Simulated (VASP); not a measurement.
# Mg (P6_3/mmc) in VASP: single point with PBEsol

Aim: the single point of Mg with PBEsol.

All numbers are computed with VASP 6.6.1; they aren't measurements. Logs are shortened: lines on timing, memory, paths and dates and some standing lists are left out, and cuts for length are marked.

## (1) The cell of the first run

Symmetry: P6_3/mmc, No. 194, hexagonal system. Conventional cell: a = 3.184 Å, b = 3.184 Å, c = 5.127 Å, α = 90.00°, β = 90.00°, γ = 120.00°. Mg (site symmetry -6m2) has 12 Mg at 3.15 to 3.18 Å within 4.2 Å.

## (2) Single point, PBEsol

File INCAR:

```
SYSTEM = Mg
PREC = Accurate ; ENCUT = 520
EDIFF = 1E-6 ; ISMEAR = 0
SIGMA = 0.05 ; LREAL = .FALSE.
LASPH = .TRUE. ; NELM = 100
ALGO = Normal ; ISIF = 2
LWAVE = .FALSE. ; LCHARG = .FALSE.
GGA = PS ; NBANDS = 9
```

File KPOINTS:

```
regular mesh
0
G
  16 16 8
  0 0 0
```

File POSCAR:

```
Mg
1.0
    3.1836587927      0.0000000000      0.0000000000
   -1.5918293963      2.7571293914      0.0000000000
    0.0000000000      0.0000000000      5.1270276258
Mg
2
Direct
    0.3333333333      0.6666666667      0.7500000000
    0.6666666667      0.3333333333      0.2500000000
```

Potentials or basis: VASP PAW PBE potentials, release 64 (Mg).

Command:

```
cat potpaw_PBE.64/Mg/POTCAR > POTCAR
mpirun -np 1 vasp_std > vasp.out
```

OUTCAR:

```text
SYSTEM = Mg
   PREC = Accurate
   ENCUT = 520
   EDIFF = 1E-6
   ISMEAR = 0
   LREAL = .FALSE.
   LASPH = .TRUE.
   NELM = 100
   ISIF = 2
   GGA = PS

 ion  position               nearest neighbor table
   1  0.333  0.667  0.750-   2 3.15   2 3.15   2 3.15   2 3.15   2 3.15   2 3.15
   2  0.667  0.333  0.250-   1 3.15   1 3.15   1 3.15   1 3.15   1 3.15   1 3.15

  LATTYP: Found a hexagonal cell.
 ALAT       =     3.1836587927
 C/A-ratio  =     1.6104199475

  Lattice vectors:

 A1 = (   3.1836587927,   0.0000000000,   0.0000000000)
 A2 = (  -1.5918293963,   2.7571293914,   0.0000000000)
 A3 = (   0.0000000000,   0.0000000000,   5.1270276258)

Analysis of symmetry for initial positions (statically):
=====================================================================
 Subroutine PRICEL returns:
 Original cell was already a primitive cell.

 Routine SETGRP: Setting up the symmetry group for a
 hexagonal supercell.

 Subroutine GETGRP returns: Found 24 space group operations
 (whereof 12 operations were pure point group operations)
 out of a pool of 24 trial point group operations.

The static configuration has the point symmetry D_3d.
 The point group associated with its full space group is D_6h.

Analysis of symmetry for dynamics (positions and initial velocities):
=====================================================================
 Subroutine PRICEL returns:
 Original cell was already a primitive cell.

 Routine SETGRP: Setting up the symmetry group for a
 hexagonal supercell.

 Subroutine GETGRP returns: Found 24 space group operations
 (whereof 12 operations were pure point group operations)
 out of a pool of 24 trial point group operations.

The dynamic configuration has the point symmetry D_3d.
 The point group associated with its full space group is D_6h.

 Subroutine INISYM returns: Found 24 space group operations
 (whereof 12 operations are pure point group operations),
 and found     1 'primitive' translations

----------------------------------------------------------------------------------------

                                     Primitive cell

  volume of cell :      45.0038

  direct lattice vectors                    reciprocal lattice vectors
     3.183658793  0.000000000  0.000000000     0.314104012  0.181348036  0.000000000
    -1.591829396  2.757129391  0.000000000     0.000000000  0.362696072  0.000000000
     0.000000000  0.000000000  5.127027626     0.000000000  0.000000000  0.195044785

[... 88 lines left out ...]
   NFREE  =      0    steps in history (QN), initial steepest desc. (CG)
   ISIF   =      2    stress and relaxation
   ISYM   =      2    0-nonsym 1-usesym 2-fastsym
   POTIM  = 0.5000    time-step for ionic-motion
   TEBEG  =    0.0;   TEEND  =   0.0 temperature during run
   PSTRESS=    0.0 pullay stress
   NELECT =       4.0000    total number of electrons
   NUPDOWN=      -1.0000    fix difference up-down
   EMIN   =  10.00;   EMAX   =-10.00  energy-range for DOS
   EFERMI =   0.00;   METHOD = LEGACY
   ISMEAR =     0;   SIGMA  =   0.05  broadening in eV -4-tet -1-fermi 0-gaus
   EFERMI_NEDOS =   21; number of points for ismear=-14 and -15
   IALGO  =     38    algorithm
   IMIX   =      4    mixing-type and parameters
     AMIX     =   0.40;   BMIX     =  1.00
     AMIX_MAG =   1.60;   BMIX_MAG =  1.00
  volume/ion in A,a.u.               =      22.50       151.85
  Fermi-wavevector in a.u.,A,eV,Ry     =   0.730598  1.380630  7.262425  0.533773
  Thomas-Fermi vector in A             =   1.822607
   LORBIT       =      0    0 simple, 1 ext, 2 COOP (PROOUT), +10 PAW based schemes
   GGA     = PS    functional components
   LHFCALC =     F    Hartree Fock is set to
   AEXX    =    0.0000 exact exchange contribution
   IVDW    =     0    specifies the selected vdW correction
   LEPSILON=     F    determine dielectric tensor
   LRPA    =     F    only Hartree local field effects (RPA)
 non-spin polarized calculation
 Gauss-broadening in eV      SIGMA  =   0.05
  energy-cutoff  :      520.00
  volume of cell :       45.00
 maximum number of plane-waves:      1226
 NGX is ok and might be reduce to    24
   NGX = 11   NGY = 11   NGZ = 19

 number of electron       4.0000000 magnetization

 Free energy of the ion-electron system (eV)
  ---------------------------------------------------
  ext. energy  EPLUGINS =         0.00000000
  ---------------------------------------------------
  free energy    TOTEN  =        -3.44364915 eV

  energy without entropy =       -3.44243202  energy(sigma->0) =       -3.44304058

 E-fermi :   2.7086     XC(G=0):  -8.5965

 val. band max:        2.6989319056   @ k =   0.4375   0.0000   0.2500
 cond. band min:       2.7121607395   @ k =   0.3125   0.3125   0.2500
 fundamental gap:      0.0132288338
 Fermi energy:         2.7086073880

 k-point     1 :       0.0000    0.0000    0.0000
  band No.  band energies     occupation
      1      -4.3192      2.00000
      2       1.0211      2.00000
      3       1.5352      2.00000
      4      13.6520      0.00000
      5      13.6520      0.00000
      6      13.7907      0.00000
      7      13.7907      0.00000
      8      14.6703      0.00000
      9      16.2311      0.00000
[... 265 lines left out ...]
 k-point    24 :       0.2500    0.1875    0.0000
  band No.  band energies     occupation
      1      -1.4933      2.00000
      2       3.6385      0.00000
      3       3.7322      0.00000
      4       4.7721      0.00000
      5       5.9427      0.00000
      6       9.2976      0.00000
      7      10.3154      0.00000
      8      10.5988      0.00000
      9      11.7522      0.00000

 [... further k-points ...]

------------------------ aborting loop because EDIFF is reached ----------------------------------------

  FORCE on cell =-STRESS in cart. coord.  units (eV):
  Direction    XX          YY          ZZ          XY          YZ          ZX
  --------------------------------------------------------------------------------------
  -------------------------------------------------------------------------------------
  Total       -0.0019759     -0.0019759     -0.0130413     -0.0000000      0.0000000      0.0000000
  in kB       -0.0703455     -0.0703455     -0.4642824     -0.0000000      0.0000000      0.0000000
  external PRESSURE =      -0.2016578 kB  Pullay stress =       0.0000000 kB

 VOLUME and BASIS-vectors are now :
 -----------------------------------------------------------------------------
  energy-cutoff  :      520.00
  volume of cell :       45.00
      direct lattice vectors                 reciprocal lattice vectors
     3.183658793  0.000000000  0.000000000     0.314104012  0.181348036  0.000000000
    -1.591829396  2.757129391  0.000000000     0.000000000  0.362696072  0.000000000
     0.000000000  0.000000000  5.127027626     0.000000000  0.000000000  0.195044785

 POSITION                                       TOTAL-FORCE (eV/Angst)
 -----------------------------------------------------------------------------------
     -0.00000      1.83809      3.84527         0.000000      0.000000      0.000000
      1.59183      0.91904      1.28176        -0.000000      0.000000      0.000000
 -----------------------------------------------------------------------------------
    total drift:                               -0.000000      0.000000     -0.000000

  FREE ENERGIE OF THE ION-ELECTRON SYSTEM (eV)
  ---------------------------------------------------
  free  energy   TOTEN  =        -3.4436491455 eV

  energy  without entropy=       -3.4424320190  energy(sigma->0) =       -3.44304058
```

stdout:

```text
POSCAR found type information on POSCAR Mg
 POSCAR found :  1 types and       2 ions
 scaLAPACK will be used
 -----------------------------------------------------------------------------
|                                                                             |
|                                                                             |
|     You enforced a specific xc type in the INCAR file but a different       |
|     I HOPE YOU KNOW WHAT YOU ARE DOING!                                     |
|                                                                             |
 -----------------------------------------------------------------------------

 LDA part: xc-table for (Slater+PW92), standard interpolation
 POSCAR, INCAR and KPOINTS ok, starting setup
 FFT: planning ... GRIDC
 FFT: planning ... GRID_SOFT
 FFT: planning ... GRID
 WAVECAR not read
 entering main loop
```

Run time: 11 s. Hardware: 1 thread of Intel Xeon 6975P-C (Granite Rapids), shared host; peak memory 0.19 GiB.

Results:

```yaml
Free_energy: -3.4436 eV
Pressure: 0.0 GPa
Band_gap_on_the_k_mesh: zero (band 2 reaches 3.68 eV, above the bottom of band 3 at 1.54 eV)
```

Levels at points of the mesh, in eV from the Fermi level:
| k point | band 1 | band 2 | band 3 | band 4 | band 5 | band 6 | band 7 |
| --- | --- | --- | --- | --- | --- | --- | --- |
| (0.00, 0.00, 0.00) | -7.03 | -1.69 | -1.17 | 10.94 | 10.94 | 11.08 | 11.08 |
| (0.50, 0.00, 0.00) | -2.21 | -2.19 | 2.69 | 3.03 | 3.38 | 3.77 | 6.88 |
| (0.00, 0.00, 0.50) | -5.60 | -5.60 | 5.20 | 5.20 | 11.70 | 11.70 | 11.70 |
| (0.50, 0.00, 0.50) | -1.14 | -1.14 | -0.46 | -0.46 | 8.07 | 8.07 | 8.09 |

Caveat: the PAW data sets were made with another functional, which shifts forces and pressure a little.
